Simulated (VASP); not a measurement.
# LaH3 (Fm-3m) in VASP: a series of runs, part 2 of 2

VASP 6.6.1. The steps go on from the part before.

## (3) Single point, r2SCAN

This run uses another cell than the first one, of 10.01 Å³/atom, 1.028 times its volume.

Input file POSCAR:

```
LaH3
1.0
    0.0000000000      2.7149990709      2.7149990709
    2.7149990709      0.0000000000      2.7149990709
    2.7149990709      2.7149990709      0.0000000000
La H
1 3
Direct
    0.0000000000      0.0000000000      0.0000000000
    0.5000000000      0.5000000000      0.5000000000
    0.7500000000      0.7500000000      0.7500000000
    0.2500000000      0.2500000000      0.2500000000
```

Input file INCAR.step1:

```
SYSTEM = LaH3
  ALGO = Normal
  EDIFF = 1E-4
  ENCUT = 520
  GGA = PE
  ISMEAR = 1
  LASPH = .TRUE.
  LCHARG = .FALSE.
  LREAL = .FALSE.
  LWAVE = .TRUE.
  NBANDS = 15
  NELM = 80
  PREC = Accurate
  SIGMA = 0.1
```

Input file INCAR.step2:

```
SYSTEM = LaH3
  ALGO = Normal
  EDIFF = 1E-6
  ENCUT = 520
  ISIF = 2
  ISMEAR = 1
  ISTART = 1
  LASPH = .TRUE.
  LCHARG = .FALSE.
  LMIXTAU = .TRUE.
  LREAL = .FALSE.
  LWAVE = .FALSE.
  METAGGA = R2SCAN
  NBANDS = 15
  NELM = 80
  PREC = Accurate
  SIGMA = 0.1
```

Input file KPOINTS:

```
k-points
0
G
  7 7 7
  0 0 0
```

Potentials or basis: VASP PAW PBE potentials, release 64 (La, H).

Started as:

```bash
> cat potpaw_PBE.64/La/POTCAR potpaw_PBE.64/H/POTCAR > POTCAR
> cp INCAR.step1 INCAR
> mpirun -np 1 vasp_std > vasp.out
> cp INCAR.step2 INCAR
> mpirun -np 1 vasp_std > vasp.out
```

OUTCAR:

```text
SYSTEM = LaH3
   EDIFF = 1E-6
   ENCUT = 520
   ISIF = 2
   ISMEAR = 1
   ISTART = 1
   LASPH = .TRUE.
   LREAL = .FALSE.
   METAGGA = R2SCAN
   NELM = 80
   PREC = Accurate

 ion  position               nearest neighbor table
   1  0.000  0.000  0.000-
   2  0.500  0.500  0.500-
   3  0.750  0.750  0.750-
   4  0.250  0.250  0.250-

  LATTYP: Found a face centered cubic cell.
 ALAT       =     5.4299981418

  Lattice vectors:

 A1 = (   0.0000000000,   2.7149990709,   2.7149990709)
 A2 = (   2.7149990709,   0.0000000000,   2.7149990709)
 A3 = (   2.7149990709,   2.7149990709,   0.0000000000)

Analysis of symmetry for initial positions (statically):
=====================================================================
 Subroutine PRICEL returns:
 Original cell was already a primitive cell.

 Routine SETGRP: Setting up the symmetry group for a
 face centered cubic supercell.

 Subroutine GETGRP returns: Found 48 space group operations
 (whereof 48 operations were pure point group operations)
[... 178 lines left out ...]
      6       5.0508      2.00000
      7       8.9170      0.70470
      8       9.0930     -0.01944
      9       9.0930     -0.01944
     10       9.0930     -0.01944
     11      10.3047     -0.00000
     12      10.3047     -0.00000
     13      10.3047     -0.00000
     14      11.0696      0.00000
[... 329 lines left out ...]
      2      -9.6118      2.00000
      3      -9.5019      2.00000
      4      -8.9896      2.00000
      5       3.3891      2.00000
      6       3.3998      2.00000
      7       4.0642      2.00000
      8       9.5667     -0.00000
      9      10.4459     -0.00000
     10      10.4721     -0.00000
     11      10.8055     -0.00000
     12      10.8403     -0.00000
     13      10.8886     -0.00000
     14      10.9129      0.00000
     15      11.7401      0.00000

------------------------ aborting loop because EDIFF is reached ----------------------------------------

  FORCE on cell =-STRESS in cart. coord.  units (eV):
  Direction    XX          YY          ZZ          XY          YZ          ZX
  --------------------------------------------------------------------------------------
  -------------------------------------------------------------------------------------
  Total        1.7186246      1.7186246      1.7186246      0.0000000     -0.0000000      0.0000000
  in kB       68.7943166     68.7943166     68.7943166      0.0000000     -0.0000000      0.0000000
  external PRESSURE =      68.7943166 kB  Pullay stress =       0.0000000 kB

 VOLUME and BASIS-vectors are now :
 -----------------------------------------------------------------------------
  energy-cutoff  :      520.00
  volume of cell :       40.03
      direct lattice vectors                 reciprocal lattice vectors
     0.000000000  2.714999071  2.714999071    -0.184162126  0.184162126  0.184162126
     2.714999071  0.000000000  2.714999071     0.184162126 -0.184162126  0.184162126
     2.714999071  2.714999071  0.000000000     0.184162126  0.184162126 -0.184162126

 POSITION                                       TOTAL-FORCE (eV/Angst)
 -----------------------------------------------------------------------------------
      0.00000      0.00000      0.00000        -0.000000     -0.000000     -0.000000
      2.71500      2.71500      2.71500        -0.000000     -0.000000     -0.000000
      4.07250      4.07250      4.07250         0.000000      0.000000      0.000000
      1.35750      1.35750      1.35750        -0.000000     -0.000000     -0.000000
 -----------------------------------------------------------------------------------
    total drift:                                0.000000      0.000000      0.000000

  FREE ENERGIE OF THE ION-ELECTRON SYSTEM (eV)
  ---------------------------------------------------
  free  energy   TOTEN  =       -42.7820519187 eV

  energy  without entropy=      -42.7819853030  energy(sigma->0) =      -42.78202971
```

Run time: 40 s. Hardware: 1 thread of AMD EPYC 9R45 (Zen 5), shared host; peak memory 0.15 GiB.

What came out:

| Property | Result |
| --- | --- |
| Free energy | -42.7821 eV |
| Pressure | 6.9 GPa |

Levels at points of the mesh, in eV from the Fermi level:
| k point | band 4 | band 5 | band 6 | band 7 | band 8 | band 9 | band 10 | band 11 |
| --- | --- | --- | --- | --- | --- | --- | --- | --- |
| (0.00, 0.00, 0.00) | -17.48 | -8.92 | -3.85 | 0.02 | 0.19 | 0.19 | 0.19 | 1.41 |

Caveat: the PAW data sets were made with another functional, which shifts forces and pressure a little; spin-orbit coupling is left out, which moves the levels of the heavy elements.

## (4) Single point, r2SCAN

This run uses another cell than the first one, of 10.28 Å³/atom, 1.056 times its volume.

Input file POSCAR:

```
LaH3
1.0
    0.0000000000      2.7392414167      2.7392414167
    2.7392414167      0.0000000000      2.7392414167
    2.7392414167      2.7392414167      0.0000000000
La H
1 3
Direct
    0.0000000000      0.0000000000      0.0000000000
    0.5000000000      0.5000000000      0.5000000000
    0.7500000000      0.7500000000      0.7500000000
    0.2500000000      0.2500000000      0.2500000000
```

Input file INCAR.step1:

```
PREC = Accurate ; ENCUT = 520
ISMEAR = 1 ; SIGMA = 0.1
LREAL = False ; LASPH = True
NELM = 60 ; NBANDS = 15
GGA = PE ; ALGO = Normal
EDIFF = 1E-4 ; LWAVE = True
LCHARG = False
```

Input file INCAR.step2:

```
PREC = Accurate ; ENCUT = 520
EDIFF = 1E-6 ; ISMEAR = 1
SIGMA = 0.1 ; LREAL = False
LASPH = True ; NELM = 60
ALGO = Normal ; ISIF = 2
LWAVE = False ; LCHARG = False
METAGGA = R2SCAN ; LMIXTAU = True
NBANDS = 15 ; ISTART = 1
```

Input file KPOINTS:

```
Automatic mesh
0
Gamma
  7 7 7
```

Started as:

```bash
> cat potpaw_PBE.64/La/POTCAR potpaw_PBE.64/H/POTCAR > POTCAR
> cp INCAR.step1 INCAR
> mpirun -np 1 vasp_std > vasp.out
> cp INCAR.step2 INCAR
> mpirun -np 1 vasp_std > vasp.out
```

Wall time 44 s (1 thread of AMD EPYC 9R45 (Zen 5), shared host); peak memory 0.15 GiB.

Results (log left out):

- Free energy: -42.8203 eV
- Pressure: 4.2 GPa
- Band gap on the k mesh: 0.10 eV, indirect (least direct gap 0.21 eV)

Levels at points of the mesh, in eV from the valence-band top:
| k point | band 5 | band 6 | band 7 | band 8 | band 9 | band 10 |
| --- | --- | --- | --- | --- | --- | --- |
| (0.00, 0.00, 0.00) | -8.82 | -3.77 | 0.00 | 0.21 | 0.21 | 0.21 |

Caveat: the PAW data sets were made with another functional, which shifts forces and pressure a little; spin-orbit coupling is left out, which moves the levels of the heavy elements. A k mesh can miss the band edges.

## (5) Overview

| cell | gap on the mesh (eV) | pressure (GPa) |
| --- | --- | --- |
| a = 3.805 Å, angles 60.0°, 4 atoms | none | 9.9 |
| a = 3.840 Å, angles 60.0°, 4 atoms | - | 6.9 |
| a = 3.874 Å, angles 60.0°, 4 atoms | 0.10 | 4.2 |

Alike in all rows: task single point; level r2SCAN; potentials or basis VASP PAW PBE potentials, release 64 (La, H); no spin polarisation; k mesh 7 × 7 × 7; cutoff (eV) 520; smearing methfessel-paxton 0.1 eV.

Caveats: the PAW data sets were made with another functional, which shifts forces and pressure a little; spin-orbit coupling is left out, which moves the levels of the heavy elements.

Total energies depend on the potentials used, so only differences within one code and one set of settings carry meaning.
